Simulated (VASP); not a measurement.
# ZnS (R3m) in VASP: a series of runs

ZnS is run at these levels: r2SCAN; tasks: single point.

Program: VASP 6.6.1. These are calculated values, not measurements. Logs are shortened: lines on timing, memory, paths and dates and some standing lists are left out, and cuts for length are marked.

### 1 The cell of the first run

The structure is trigonal, space group R3m (No. 160). Conventional cell: a = 3.806 Å, b = 3.806 Å, c = 28.056 Å, α = 90.00°, β = 90.00°, γ = 120.00°. Zn (site symmetry 3m) has 4 S at 2.33 to 2.34 Å within 3.1 Å. Within 3.1 Å of Zn (site symmetry 3m) lie 4 S at 2.33 Å. Zn (site symmetry 3m) has 4 S at 2.33 to 2.34 Å within 3.1 Å. Within 3.1 Å of S (site symmetry 3m) lie 4 Zn at 2.33 to 2.34 Å. S (site symmetry 3m) has 4 Zn at 2.33 to 2.34 Å within 3.1 Å. Within 3.1 Å of S (site symmetry 3m) lie 4 Zn at 2.33 Å.

### 2 Single point, r2SCAN

POSCAR

```
ZnS
1.0
    1.9030712007      1.0987386700      9.3519478348
   -1.9030712007      1.0987386700      9.3519478348
    0.0000000000     -2.1974773400      9.3519478348
Zn S
3 3
Direct
    0.9999711400      0.9999711400      0.9999711400
    0.2222694100      0.2222694100      0.2222694100
    0.4446134400      0.4446134400      0.4446134400
    0.0832671700      0.0832671700      0.0832671700
    0.5278423000      0.5278423000      0.5278423000
    0.3053625400      0.3053625400      0.3053625400
```

INCAR.step1

```
SYSTEM = ZnS
  PREC = Accurate
  ENCUT = 520
  ISMEAR = 0
  SIGMA = 0.1
  LREAL = .FALSE.
  LASPH = .TRUE.
  NELM = 80
  NBANDS = 36
  GGA = PE
  ALGO = Normal
  EDIFF = 1E-4
  LWAVE = .TRUE.
  LCHARG = .FALSE.
```

INCAR.step2

```
SYSTEM = ZnS
  PREC = Accurate
  ENCUT = 520
  EDIFF = 1E-7
  ISMEAR = 0
  SIGMA = 0.1
  LREAL = .FALSE.
  LASPH = .TRUE.
  NELM = 80
  ALGO = Normal
  ISIF = 2
  LWAVE = .FALSE.
  LCHARG = .FALSE.
  METAGGA = R2SCAN
  LMIXTAU = .TRUE.
  NBANDS = 36
  ISTART = 1
```

KPOINTS

```
regular mesh
0
G
  6 6 6
  0 0 0
```

Potentials or basis: VASP PAW PBE potentials, release 64 (Zn, S).

Command:

```bash
cat potpaw_PBE.64/Zn/POTCAR potpaw_PBE.64/S/POTCAR > POTCAR
cp INCAR.step1 INCAR
mpirun -np 1 vasp_std > vasp.out
cp INCAR.step2 INCAR
mpirun -np 1 vasp_std > vasp.out
```

OUTCAR:

```text
SYSTEM = ZnS
   PREC = Accurate
   ENCUT = 520
   EDIFF = 1E-7
   ISMEAR = 0
   LREAL = .FALSE.
   LASPH = .TRUE.
   NELM = 80
   ISIF = 2
   METAGGA = R2SCAN
   ISTART = 1

 ion  position               nearest neighbor table
   1  1.000  1.000  1.000-   6 2.33   6 2.33   6 2.33   4 2.34
   2  0.222  0.222  0.222-   6 2.33   5 2.33   5 2.33   5 2.33
   3  0.445  0.445  0.445-   4 2.33   4 2.33   4 2.33   5 2.34
   4  0.083  0.083  0.083-   3 2.33   3 2.33   3 2.33   1 2.34
   5  0.528  0.528  0.528-   2 2.33   2 2.33   2 2.33   3 2.34
   6  0.305  0.305  0.305-   2 2.33   1 2.33   1 2.33   1 2.33

  LATTYP: Found a trigonal (rhomboedric) cell.
 ALAT       =     9.6066557638
 COS(alpha) =     0.9215133826

  Lattice vectors:

 A1 = (   1.9030712007,   1.0987386700,   9.3519478348)
 A2 = (  -1.9030712007,   1.0987386700,   9.3519478348)
 A3 = (   0.0000000000,  -2.1974773400,   9.3519478348)

Analysis of symmetry for initial positions (statically):
=====================================================================
 Subroutine PRICEL returns:
 Original cell was already a primitive cell.

 Routine SETGRP: Setting up the symmetry group for a
 trigonal (rhombohedral) supercell.

 Subroutine GETGRP returns: Found  6 space group operations
 (whereof  6 operations were pure point group operations)
 out of a pool of 12 trial point group operations.

The static configuration has the point symmetry C_3v.

Analysis of symmetry for dynamics (positions and initial velocities):
=====================================================================
 Subroutine PRICEL returns:
 Original cell was already a primitive cell.

 Routine SETGRP: Setting up the symmetry group for a
 trigonal (rhombohedral) supercell.

 Subroutine GETGRP returns: Found  6 space group operations
 (whereof  6 operations were pure point group operations)
 out of a pool of 12 trial point group operations.

The dynamic configuration has the point symmetry C_3v.

 Subroutine INISYM returns: Found  6 space group operations
 (whereof  6 operations are pure point group operations),
 and found     1 'primitive' translations

----------------------------------------------------------------------------------------

                                     Primitive cell

  volume of cell :     117.3283

  direct lattice vectors                    reciprocal lattice vectors
     1.903071201  1.098738670  9.351947835     0.262733207  0.151689088  0.035643199
    -1.903071201  1.098738670  9.351947835    -0.262733207  0.151689088  0.035643199
     0.000000000 -2.197477340  9.351947835     0.000000000 -0.303378176  0.035643199

  length of vectors
     9.606655764  9.606655764  9.606655764     0.305464818  0.305464818  0.305464818

  position of ions in fractional coordinates (direct lattice)
     0.999971140  0.999971140  0.999971140
     0.222269410  0.222269410  0.222269410
     0.444613440  0.444613440  0.444613440
     0.083267170  0.083267170  0.083267170
     0.527842300  0.527842300  0.527842300
     0.305362540  0.305362540  0.305362540

  ion indices of the primitive-cell ions
   primitive index   ion index
                 1           1
                 2           2
                 3           3
                 4           4
                 5           5
                 6           6

----------------------------------------------------------------------------------------

 KPOINTS: regular mesh

Automatic generation of k-mesh.
 Grid dimensions read from file:
 generate k-points for:    6    6    6

 Generating k-lattice:

  Cartesian coordinates                     Fractional coordinates (reciprocal lattice)
     0.043788868  0.025281515  0.005940533     0.166666667  0.000000000  0.000000000
    -0.043788868  0.025281515  0.005940533     0.000000000  0.166666667  0.000000000
     0.000000000 -0.050563029  0.005940533     0.000000000  0.000000000  0.166666667

  Length of vectors
     0.050910803  0.050910803  0.050910803

  Shift w.r.t. Gamma in fractional coordinates (k-lattice)
     0.000000000  0.000000000  0.000000000

 Subroutine IBZKPT returns following result:
 ===========================================

 Found     32 irreducible k-points:

 Following reciprocal coordinates:
            Coordinates               Weight
  0.000000  0.000000  0.000000      1.000000
  0.166667  0.000000  0.000000      6.000000
  0.333333 -0.000000  0.000000      6.000000
  0.500000  0.000000 -0.000000      3.000000
  0.166667  0.166667  0.000000      6.000000
  0.333333  0.166667 -0.000000     12.000000
[... 16 lines left out ...]
  0.500000  0.500000  0.166667      6.000000
 -0.333333  0.500000  0.166667     12.000000
 [... further k-points ...]
   k-points           NKPTS =     32   k-points in BZ     NKDIM =     32   number of bands    NBANDS=     36
   number of dos      NEDOS =    301   number of ions     NIONS =      6
   total plane-waves  NPLWV = 373248
   dimension x,y,z NGX =    72 NGY =   72 NGZ =   72
   dimension x,y,z NGXF=   144 NGYF=  144 NGZF=  144
   ions per type =               3   3
   NGX,Y,Z   is equivalent  to a cutoff of  12.46, 12.46, 12.46 a.u.
   NGXF,Y,Z  is equivalent  to a cutoff of  24.92, 24.92, 24.92 a.u.
 SYSTEM =  ZnS
   PREC   = accura    normal or accurate (medium, high low for compatibility)
   ISTART =      1    job   : 0-new  1-cont  2-samecut
   ICHARG =      0    charge: 1-file 2-atom 10-const
   ISPIN  =      1    spin polarized calculation?
   LNONCOLLINEAR =      F non collinear calculations
   LSORBIT =      F    spin-orbit coupling
   LASPH  =      T    aspherical Exc in radial PAW
   ENCUT  =  520.0 eV  38.22 Ry    6.18 a.u.  17.86 17.86 17.86*2*pi/ulx,y,z
   NELM   =     80;   NELMIN=  2; NELMDL=  0     # of ELM steps
   EDIFF  = 0.1E-06   stopping-criterion for ELM
   LREAL  =      F    real-space projection
   EDIFFG = 0.1E-05   stopping-criterion for IOM
   NSW    =      0    number of steps for IOM
   IBRION =     -1    ionic relax: 0-MD 1-quasi-New 2-CG
   NFREE  =      0    steps in history (QN), initial steepest desc. (CG)
   ISIF   =      2    stress and relaxation
   ISYM   =      2    0-nonsym 1-usesym 2-fastsym
   POTIM  = 0.5000    time-step for ionic-motion
   TEBEG  =    0.0;   TEEND  =   0.0 temperature during run
   PSTRESS=    0.0 pullay stress
   NELECT =      54.0000    total number of electrons
   NUPDOWN=      -1.0000    fix difference up-down
   EMIN   =  10.00;   EMAX   =-10.00  energy-range for DOS
   EFERMI =   0.00;   METHOD = LEGACY
   ISMEAR =     0;   SIGMA  =   0.10  broadening in eV -4-tet -1-fermi 0-gaus
   EFERMI_NEDOS =   21; number of points for ismear=-14 and -15
   IALGO  =     38    algorithm
   IMIX   =      4    mixing-type and parameters
     AMIX     =   0.40;   BMIX     =  1.00
     AMIX_MAG =   1.60;   BMIX_MAG =  1.00
  volume/ion in A,a.u.               =      19.55       131.96
  Fermi-wavevector in a.u.,A,eV,Ry     =   1.263975  2.388566 21.737115  1.597633
  Thomas-Fermi vector in A             =   2.397304
   LORBIT       =      0    0 simple, 1 ext, 2 COOP (PROOUT), +10 PAW based schemes
   METAGGA = R2SCAN    functional components
   LHFCALC =     F    Hartree Fock is set to
   AEXX    =    0.0000 exact exchange contribution
   IVDW    =     0    specifies the selected vdW correction
   LEPSILON=     F    determine dielectric tensor
   LRPA    =     F    only Hartree local field effects (RPA)
 non-spin polarized calculation
 Gauss-broadening in eV      SIGMA  =   0.10
  energy-cutoff  :      520.00
  volume of cell :      117.33
 maximum number of plane-waves:      3183
   NGX = 35   NGY = 35   NGZ = 35

 number of electron      53.9999979 magnetization

 Free energy of the ion-electron system (eV)
  ---------------------------------------------------
  ext. energy  EPLUGINS =         0.00000000
  ---------------------------------------------------
  free energy    TOTEN  =       -56.58632539 eV

  energy without entropy =      -56.58632539  energy(sigma->0) =      -56.58632539

 E-fermi :   2.3382     XC(G=0): -10.3236

 val. band max:        1.9281934354   @ k =   0.0000   0.0000   0.0000
 cond. band min:       4.6958731118   @ k =   0.0000   0.0000   0.0000
 fundamental gap:      2.7676796764
 Fermi energy:         2.3382102477

 k-point     1 :       0.0000    0.0000    0.0000
  band No.  band energies     occupation
      1     -11.8286      2.00000
      2     -11.1447      2.00000
      3     -11.1343      2.00000
      4      -4.6131      2.00000
      5      -4.6033      2.00000
      6      -4.6033      2.00000
[... 28 lines left out ...]
     35       9.3335      0.00000
     36       9.7939      0.00000

 k-point     2 :       0.1667    0.0000    0.0000
  band No.  band energies     occupation
      1     -11.6374      2.00000
      2     -11.0551      2.00000
      3     -10.9630      2.00000
      4      -4.6127      2.00000
      5      -4.5796      2.00000
      6      -4.5661      2.00000
[... 28 lines left out ...]
     35       9.4313      0.00000
     36      10.1662      0.00000

 k-point     3 :       0.3333   -0.0000    0.0000
  band No.  band energies     occupation
      1     -11.1819      2.00000
      2     -10.7921      2.00000
      3     -10.6916      2.00000
      4      -4.6086      2.00000
      5      -4.5628      2.00000
      6      -4.5084      2.00000
[... 28 lines left out ...]
     35      10.3218      0.00000
     36      10.9379      0.00000
[... 742 lines left out ...]
 k-point    23 :       0.5000    0.5000    0.1667
  band No.  band energies     occupation
      1     -11.0879      2.00000
      2     -10.9916      2.00000
      3     -10.5860      2.00000
      4      -4.6259      2.00000
      5      -4.5603      2.00000
      6      -4.5047      2.00000
[... 28 lines left out ...]
     35      10.3413      0.00000
     36      10.4827      0.00000

 k-point    24 :      -0.3333    0.5000    0.1667
  band No.  band energies     occupation
      1     -10.8022      2.00000
      2     -10.7938      2.00000
      3     -10.5349      2.00000
      4      -4.5595      2.00000
      5      -4.4979      2.00000
      6      -4.4696      2.00000
[... 28 lines left out ...]
     35      10.0539      0.00000
     36      11.2547      0.00000

 [... further k-points ...]
[... 5 lines left out ...]
  --------------------------------------------------------------------------------------
  -------------------------------------------------------------------------------------
  Total        0.1050539      0.1050539      0.0978197      0.0000000      0.0000000      0.0000000
  in kB        1.4345647      1.4345647      1.3357769      0.0000000      0.0000000      0.0000000
  external PRESSURE =       1.4016355 kB  Pullay stress =       0.0000000 kB

 VOLUME and BASIS-vectors are now :
 -----------------------------------------------------------------------------
  energy-cutoff  :      520.00
  volume of cell :      117.33
      direct lattice vectors                 reciprocal lattice vectors
     1.903071201  1.098738670  9.351947835     0.262733207  0.151689088  0.035643199
    -1.903071201  1.098738670  9.351947835    -0.262733207  0.151689088  0.035643199
     0.000000000 -2.197477340  9.351947835     0.000000000 -0.303378176  0.035643199

 POSITION                                       TOTAL-FORCE (eV/Angst)
 -----------------------------------------------------------------------------------
      0.00000      0.00000     28.05503         0.000000      0.000000     -0.003145
      0.00000      0.00000      6.23596         0.000000      0.000000     -0.002736
      0.00000      0.00000     12.47401         0.000000      0.000000     -0.010159
      0.00000      0.00000      2.33613         0.000000     -0.000000      0.001967
      0.00000      0.00000     14.80906         0.000000      0.000000      0.002505
      0.00000      0.00000      8.56720         0.000000      0.000000      0.011567
 -----------------------------------------------------------------------------------
    total drift:                               -0.000000     -0.000000     -0.021913

  FREE ENERGIE OF THE ION-ELECTRON SYSTEM (eV)
  ---------------------------------------------------
  free  energy   TOTEN  =       -56.5863253911 eV

  energy  without entropy=      -56.5863253911  energy(sigma->0) =      -56.58632539
```

It took 21 min on 1 thread of Intel Xeon 6975P-C (Granite Rapids), shared host; peak memory 0.87 GiB.

What came out:

```
Free energy            : -56.5863 eV
Pressure               : 0.1 GPa
Largest force          : 0.012 eV/Å
Band gap on the k mesh : 2.77 eV, direct
```

Forces in eV/Å, atoms in the order of the input:
```
Zn   0.000  0.000 -0.003
Zn   0.000  0.000 -0.003
Zn   0.000  0.000 -0.010
S    0.000  0.000  0.002
S    0.000  0.000  0.003
S    0.000  0.000  0.012
```

Caveat: the PAW data sets were made with another functional, which shifts forces and pressure a little.

[end of part 1 of 2]
